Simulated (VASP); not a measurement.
Runs of VASP 6.6.1 on TePb. The structure is that of space group Fm-3m (No. 225), or close to it. The cells are those of the table. 

```tsv
level	spin	cell	k mesh	smearing	gap on the mesh (eV)	pressure (GPa)
PBE	off	a = 4.590 Å, angles 61.8°, 2 atoms	4 × 4 × 4	gaussian 0.01 eV	0.60	-0.2
r2SCAN	off	a = 4.590 Å, angles 61.8°, 2 atoms	8 × 8 × 8	gaussian 0.01 eV	(b)	-0.8
PBE	off	a = 4.590 Å, angles 61.8°, 2 atoms	8 × 8 × 8	fermi-dirac 0.02 eV	0.60	-0.2
r2SCAN	non-collinear, zero start, SOC	a = 4.621 Å, angles 60.0°, 2 atoms	8 × 8 × 8	fermi-dirac 0.02 eV	-	-0.1
r2SCAN	off	a = 4.637 Å, angles 59.1°, 2 atoms	8 × 8 × 8	gaussian 0.01 eV	0.93	(a)
```

Alike in all rows: task single point; potentials or basis VASP PAW PBE potentials, release 64 (Pb_d, Te); cutoff (eV) 520.

Task: Fill in the values left out.

Result: (a) 0.4; (b) 0.86.

Caveats: the structure was generated, so it needn't be the stable form of TePb; spin-orbit coupling is left out, which moves the levels of the heavy elements (at least some runs); the PAW data sets were made with another functional, which shifts forces and pressure a little (at least some runs).

A k mesh can miss the band edges, and rows without SOC leave out spin-orbit coupling on Pb, Te.
